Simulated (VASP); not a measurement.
Crystal: Pt.

```
Pt
1.0
     0.00000    1.98506    1.98506
     1.98506    0.00000    1.98506
     1.98506    1.98506    0.00000
Pt
1
Cartesian
  0.0000 0.0000 0.0000
```

* Program: VASP 6.6.1
* Task: relaxation of cell and atoms
* Functional: LDA
* Potentials or basis: VASP PAW LDA potentials, release 64 (Pt_sv_GW)
* Cutoff: 570 eV
* k mesh: 18 × 18 × 18
* Occupations: gaussian, width 0.1 eV
* Spin: no spin polarisation

At the start: pressure -15.8 GPa; volume 15.64 Å³/atom.

**Question.** How do energy, volume and symmetry change on relaxing?

**Answer.** Over 7 steps the energy falls by 46.3 meV/atom and the volume is 14.76 Å³/atom (-5.7 %); space group Fm-3m (No. 225, to 0.1 Å) before and after.

Step by step:
| step | energy change (eV) | largest force (eV/Å) | pressure (GPa) | volume (Å³) |
| --- | --- | --- | --- | --- |
| 1 | 0.0000 | 0.0000 | -15.75 | 15.64 |
| 2 | 0.4717 | 0.0000 | 84.39 | 12.41 |
| 3 | -0.0461 | 0.0000 | -1.24 | 14.82 |
| 4 | -0.0463 | 0.0000 | -0.31 | 14.77 |
| 5 | -0.0463 | 0.0000 | 0.05 | 14.75 |
| 6 | -0.0463 | 0.0000 | -0.14 | 14.76 |
| 7 | -0.0463 | 0.0000 | 0.00 | 14.76 |

Final structure:
```xyz
1
Lattice="0.0000 1.9468 1.9468 1.9468 0.0000 1.9468 1.9468 1.9468 0.0000" Properties=species:S:1:pos:R:3 pbc="T T T"
Pt    0.0000    0.0000    0.0000
```
